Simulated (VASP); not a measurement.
# GaP (F-43m) in VASP: notebook

The runs below take GaP through single point, with LDA.

Everything below comes from runs of VASP 6.6.1. Logs are shortened: lines on timing, memory, paths and dates and some standing lists are left out, and cuts for length are marked.

## (1) The cell of the first run

It takes space group F-43m (No. 216, cubic). The conventional cell has a = 5.231 Å, b = 5.231 Å, c = 5.231 Å, α = 90.00°, β = 90.00°, γ = 90.00°. Within 3.0 Å of Ga (site symmetry -43m) lie 4 P at 2.27 Å. Within 3.0 Å of P (site symmetry -43m) lie 4 Ga at 2.27 Å.

## (2) Single point, LDA

Contents of INCAR:

```
PREC     = Accurate       # precision mode
ENCUT    = 520            # plane-wave cutoff, eV
EDIFF    = 1E-7           # SCF threshold, eV
ISMEAR   = 0              # smearing method
SIGMA    = 0.01           # smearing width, eV
LREAL    = F              # projectors in reciprocal space
LASPH    = T              # aspherical terms in the spheres
NELM     = 80             # most SCF steps
ALGO     = Normal         # electronic algorithm
ISIF     = 2              # what is computed and relaxed
LWAVE    = F              # write WAVECAR
LCHARG   = F              # write CHGCAR
GGA      = CA             # functional
NBANDS   = 16             # bands
```

Contents of KPOINTS:

```
Automatic mesh
0
Gamma
  8 8 8
```

Contents of POSCAR:

```
GaP
1.0
    2.6154004888      2.6154004888      0.0000000000
   -2.6154004888      2.6154004888      0.0000000000
    0.0000000000      2.6154004888      2.6154004888
Ga P
1 1
Direct
    0.0000000000      0.0000000000      0.0000000000
    0.7500000000      0.2500000000      0.5000000000
```

Potentials or basis: VASP PAW LDA potentials, release 64 (Ga_d, P).

Started as:

```sh
$ cat potpaw_LDA.64/Ga_d/POTCAR potpaw_LDA.64/P/POTCAR > POTCAR
$ mpirun -np 1 vasp_std > vasp.out
```

OUTCAR:

```text
PREC = Accurate
   ENCUT = 520
   EDIFF = 1E-7
   ISMEAR = 0
   LREAL = F
   LASPH = T
   NELM = 80
   ISIF = 2
   GGA = CA

 ion  position               nearest neighbor table
   1  0.000  0.000  0.000-   2 2.27   2 2.27   2 2.27   2 2.27
   2  0.750  0.250  0.500-   1 2.27   1 2.27   1 2.27   1 2.27

  LATTYP: Found a face centered cubic cell.
 ALAT       =     5.2308009776

  Lattice vectors:

 A1 = (   0.0000000000,   2.6154004888,   2.6154004888)
 A2 = (   2.6154004888,   0.0000000000,   2.6154004888)
 A3 = (   2.6154004888,   2.6154004888,   0.0000000000)

Analysis of symmetry for initial positions (statically):
=====================================================================
 Subroutine PRICEL returns:
 Original cell was already a primitive cell.

 Routine SETGRP: Setting up the symmetry group for a
 face centered cubic supercell.

 Subroutine GETGRP returns: Found 24 space group operations
 (whereof 24 operations were pure point group operations)
 out of a pool of 48 trial point group operations.

The static configuration has the point symmetry T_d .

Analysis of symmetry for dynamics (positions and initial velocities):
=====================================================================
 Subroutine PRICEL returns:
 Original cell was already a primitive cell.

 Routine SETGRP: Setting up the symmetry group for a
 face centered cubic supercell.

 Subroutine GETGRP returns: Found 24 space group operations
 (whereof 24 operations were pure point group operations)
 out of a pool of 48 trial point group operations.

The dynamic configuration has the point symmetry T_d .

 Subroutine INISYM returns: Found 24 space group operations
 (whereof 24 operations are pure point group operations),
 and found     1 'primitive' translations

----------------------------------------------------------------------------------------

                                     Primitive cell

  volume of cell :      35.7804

  direct lattice vectors                    reciprocal lattice vectors
     2.615400489  2.615400489  0.000000000     0.191175310  0.191175310 -0.191175310
    -2.615400489  2.615400489  0.000000000    -0.191175310  0.191175310 -0.191175310
     0.000000000  2.615400489  2.615400489     0.000000000  0.000000000  0.382350621

  length of vectors
     3.698734842  3.698734842  3.698734842     0.331125351  0.331125351  0.382350621

  position of ions in fractional coordinates (direct lattice)
     0.000000000  0.000000000  0.000000000
     0.750000000  0.250000000  0.500000000

  ion indices of the primitive-cell ions
   primitive index   ion index
                 1           1
                 2           2

----------------------------------------------------------------------------------------

 KPOINTS: Automatic mesh

Automatic generation of k-mesh.
 Grid dimensions read from file:
 generate k-points for:    8    8    8

 Generating k-lattice:

  Cartesian coordinates                     Fractional coordinates (reciprocal lattice)
     0.023896914  0.023896914 -0.023896914     0.125000000  0.000000000  0.000000000
    -0.023896914  0.023896914 -0.023896914     0.000000000  0.125000000  0.000000000
     0.000000000  0.000000000  0.047793828     0.000000000  0.000000000  0.125000000

  Length of vectors
     0.041390669  0.041390669  0.047793828

  Shift w.r.t. Gamma in fractional coordinates (k-lattice)
     0.000000000  0.000000000  0.000000000

 Subroutine IBZKPT returns following result:
 ===========================================

 Found     29 irreducible k-points:

 Following reciprocal coordinates:
            Coordinates               Weight
  0.000000  0.000000  0.000000      1.000000
  0.125000  0.000000  0.000000      8.000000
  0.250000  0.000000  0.000000      8.000000
  0.375000  0.000000  0.000000      8.000000
  0.500000  0.000000  0.000000      4.000000
  0.125000  0.125000  0.000000     12.000000
[... 16 lines left out ...]
  0.375000  0.250000  0.125000     48.000000
  0.500000  0.250000  0.125000     24.000000
 [... further k-points ...]
   k-points           NKPTS =     29   k-points in BZ     NKDIM =     29   number of bands    NBANDS=     16
   number of dos      NEDOS =    301   number of ions     NIONS =      2
   total plane-waves  NPLWV =  21952
   dimension x,y,z NGX =    28 NGY =   28 NGZ =   28
   dimension x,y,z NGXF=    56 NGYF=   56 NGZF=   56
   ions per type =               1   1
   NGX,Y,Z   is equivalent  to a cutoff of  12.59, 12.59, 12.59 a.u.
   NGXF,Y,Z  is equivalent  to a cutoff of  25.17, 25.17, 25.17 a.u.
 SYSTEM =  unknown system
   PREC   = accura    normal or accurate (medium, high low for compatibility)
   ISTART =      0    job   : 0-new  1-cont  2-samecut
   ICHARG =      2    charge: 1-file 2-atom 10-const
   ISPIN  =      1    spin polarized calculation?
   LNONCOLLINEAR =      F non collinear calculations
   LSORBIT =      F    spin-orbit coupling
   LASPH  =      T    aspherical Exc in radial PAW
   ENCUT  =  520.0 eV  38.22 Ry    6.18 a.u.   6.88  6.88  6.88*2*pi/ulx,y,z
   NELM   =     80;   NELMIN=  2; NELMDL= -5     # of ELM steps
   EDIFF  = 0.1E-06   stopping-criterion for ELM
   LREAL  =      F    real-space projection
   EDIFFG = 0.1E-05   stopping-criterion for IOM
   NSW    =      0    number of steps for IOM
   IBRION =     -1    ionic relax: 0-MD 1-quasi-New 2-CG
   NFREE  =      0    steps in history (QN), initial steepest desc. (CG)
   ISIF   =      2    stress and relaxation
   ISYM   =      2    0-nonsym 1-usesym 2-fastsym
   POTIM  = 0.5000    time-step for ionic-motion
   TEBEG  =    0.0;   TEEND  =   0.0 temperature during run
   PSTRESS=    0.0 pullay stress
   NELECT =      18.0000    total number of electrons
   NUPDOWN=      -1.0000    fix difference up-down
   EMIN   =  10.00;   EMAX   =-10.00  energy-range for DOS
   EFERMI =   0.00;   METHOD = LEGACY
   ISMEAR =     0;   SIGMA  =   0.01  broadening in eV -4-tet -1-fermi 0-gaus
   EFERMI_NEDOS =   21; number of points for ismear=-14 and -15
   IALGO  =     38    algorithm
   IMIX   =      4    mixing-type and parameters
     AMIX     =   0.40;   BMIX     =  1.00
     AMIX_MAG =   1.60;   BMIX_MAG =  1.00
  volume/ion in A,a.u.               =      17.89       120.73
  Fermi-wavevector in a.u.,A,eV,Ry     =   1.302019  2.460460 23.065339  1.695255
  Thomas-Fermi vector in A             =   2.433115
   LORBIT       =      0    0 simple, 1 ext, 2 COOP (PROOUT), +10 PAW based schemes
   GGA     = CA    functional components
   LHFCALC =     F    Hartree Fock is set to
   AEXX    =    0.0000 exact exchange contribution
   IVDW    =     0    specifies the selected vdW correction
   LEPSILON=     F    determine dielectric tensor
   LRPA    =     F    only Hartree local field effects (RPA)
 non-spin polarized calculation
 Gauss-broadening in eV      SIGMA  =   0.01
  energy-cutoff  :      520.00
  volume of cell :       35.78
 maximum number of plane-waves:       982
   NGX = 13   NGY = 13   NGZ = 13

 number of electron      18.0000012 magnetization

 Free energy of the ion-electron system (eV)
  ---------------------------------------------------
  ext. energy  EPLUGINS =         0.00000000
  ---------------------------------------------------
  free energy    TOTEN  =       -10.35011051 eV

  energy without entropy =      -10.35011051  energy(sigma->0) =      -10.35011051

 E-fermi :   5.9360     XC(G=0): -10.7253

 val. band max:        5.8668073513   @ k =   0.0000   0.0000   0.0000
 cond. band min:       7.0911372290   @ k =   0.5000   0.5000   0.0000
 fundamental gap:      1.2243298778
 Fermi energy:         5.9360187484

 k-point     1 :       0.0000    0.0000    0.0000
  band No.  band energies     occupation
      1      -9.1155      2.00000
      2      -9.1155      2.00000
      3      -9.1155      2.00000
      4      -8.9742      2.00000
      5      -8.9742      2.00000
      6      -7.6424      2.00000
[... 8 lines left out ...]
     15      15.8294      0.00000
     16      15.8294      0.00000

 k-point     2 :       0.1250    0.0000    0.0000
  band No.  band energies     occupation
      1      -9.1389      2.00000
      2      -9.1087      2.00000
      3      -9.1087      2.00000
      4      -8.9744      2.00000
      5      -8.9744      2.00000
      6      -7.4036      2.00000
[... 8 lines left out ...]
     15      15.0927      0.00000
     16      15.9007      0.00000

 k-point     3 :       0.2500    0.0000    0.0000
  band No.  band energies     occupation
      1      -9.1854      2.00000
      2      -9.0941      2.00000
      3      -9.0941      2.00000
      4      -8.9726      2.00000
      5      -8.9726      2.00000
      6      -6.7285      2.00000
[... 8 lines left out ...]
     15      14.9005      0.00000
     16      15.8980      0.00000

 k-point     4 :       0.3750    0.0000    0.0000
  band No.  band energies     occupation
      1      -9.2242      2.00000
      2      -9.0833      2.00000
      3      -9.0833      2.00000
      4      -8.9669      2.00000
      5      -8.9669      2.00000
      6      -5.7611      2.00000
[... 8 lines left out ...]
     15      16.2730      0.00000
     16      16.2730      0.00000
[... 324 lines left out ...]
 k-point    22 :       0.2500    0.2500    0.1250
  band No.  band energies     occupation
      1      -9.2151      2.00000
      2      -9.0772      2.00000
      3      -9.0710      2.00000
      4      -8.9923      2.00000
      5      -8.9609      2.00000
      6      -6.1581      2.00000
[... 8 lines left out ...]
     15      17.4506      0.00000
     16      18.8955      0.00000

 k-point    23 :       0.3750    0.2500    0.1250
  band No.  band energies     occupation
      1      -9.2354      2.00000
      2      -9.0724      2.00000
      3      -9.0578      2.00000
      4      -8.9890      2.00000
      5      -8.9612      2.00000
      6      -5.2389      2.00000
[... 8 lines left out ...]
     15      17.9296      0.00000
     16      19.1504      0.00000

 k-point    24 :       0.5000    0.2500    0.1250
  band No.  band energies     occupation
      1      -9.2427      2.00000
      2      -9.0719      2.00000
      3      -9.0532      2.00000
      4      -8.9834      2.00000
      5      -8.9637      2.00000
      6      -4.6387      2.00000
[... 8 lines left out ...]
     15      18.1641      0.00000
     16      19.0054      0.00000

 [... further k-points ...]

------------------------ aborting loop because EDIFF is reached ----------------------------------------

  FORCE on cell =-STRESS in cart. coord.  units (eV):
  Direction    XX          YY          ZZ          XY          YZ          ZX
  --------------------------------------------------------------------------------------
  -------------------------------------------------------------------------------------
  Total        2.2623709      2.2623709      2.2623709      0.0000000      0.0000000      0.0000000
  in kB      101.3047468    101.3047468    101.3047468      0.0000000      0.0000000      0.0000000
  external PRESSURE =     101.3047468 kB  Pullay stress =       0.0000000 kB

 VOLUME and BASIS-vectors are now :
 -----------------------------------------------------------------------------
  energy-cutoff  :      520.00
  volume of cell :       35.78
      direct lattice vectors                 reciprocal lattice vectors
     2.615400489  2.615400489  0.000000000     0.191175310  0.191175310 -0.191175310
    -2.615400489  2.615400489  0.000000000    -0.191175310  0.191175310 -0.191175310
     0.000000000  2.615400489  2.615400489     0.000000000  0.000000000  0.382350621

 POSITION                                       TOTAL-FORCE (eV/Angst)
 -----------------------------------------------------------------------------------
      0.00000      0.00000      0.00000         0.000000     -0.000000      0.000000
      1.30770      3.92310      1.30770        -0.000000      0.000000      0.000000
 -----------------------------------------------------------------------------------
    total drift:                               -0.000002      0.000000     -0.000000

  FREE ENERGIE OF THE ION-ELECTRON SYSTEM (eV)
  ---------------------------------------------------
  free  energy   TOTEN  =       -10.3501105096 eV

  energy  without entropy=      -10.3501105096  energy(sigma->0) =      -10.35011051
```

Run time: 16 s. Hardware: 1 thread of Intel Xeon Platinum 8259CL at 2.50GHz (Skylake/Cascade Lake), shared host; peak memory 0.14 GiB.

What came out:

```yaml
Free_energy: -10.3501 eV
Pressure: 10.1 GPa
Band_gap_on_the_k_mesh: 1.22 eV, indirect (least direct gap 2.68 eV)
```

## (3) Single point, LDA

Contents of INCAR:

```
PREC = Accurate
ENCUT = 520
EDIFF = 1E-7
ISMEAR = 0
SIGMA = 0.01
LREAL = F
LASPH = T
NELM = 60
ALGO = Normal
ISIF = 2
LWAVE = F
LCHARG = F
NBANDS = 16
```

KPOINTS is that of step 2.

POSCAR is that of step 2.

Potentials or basis: VASP PAW LDA potentials, release 64 (Ga_d, P).

Started as:

```sh
$ cat potpaw_LDA.64/Ga_d/POTCAR potpaw_LDA.64/P/POTCAR > POTCAR
$ mpirun -np 1 vasp_std > vasp.out
```

Wall time 17 s (1 thread of Intel Xeon Platinum 8259CL at 2.50GHz (Skylake/Cascade Lake), shared host); peak memory 0.14 GiB.

It converged, with:

```yaml
Free_energy: -10.3501 eV
Pressure: 10.1 GPa
Band_gap_on_the_k_mesh: 1.22 eV, indirect (least direct gap 2.68 eV)
```

Levels at points of the mesh, in eV from the valence-band top:
```csv
k point,band 6,band 7,band 8,band 9,band 10,band 11,band 12,band 13
"(0.00, 0.00, 0.00)",-13.51,0.00,0.00,0.00,2.68,3.74,3.74,3.74
"(0.50, 0.00, 0.00)",-10.99,-7.48,-1.32,-1.32,1.90,4.58,4.58,8.24
"(0.50, 0.50, 0.00)",-9.90,-7.46,-3.17,-3.17,1.22,1.53,11.39,11.39
```

A k mesh can miss the band edges. As with any semilocal functional, this LDA gap is likely too small.
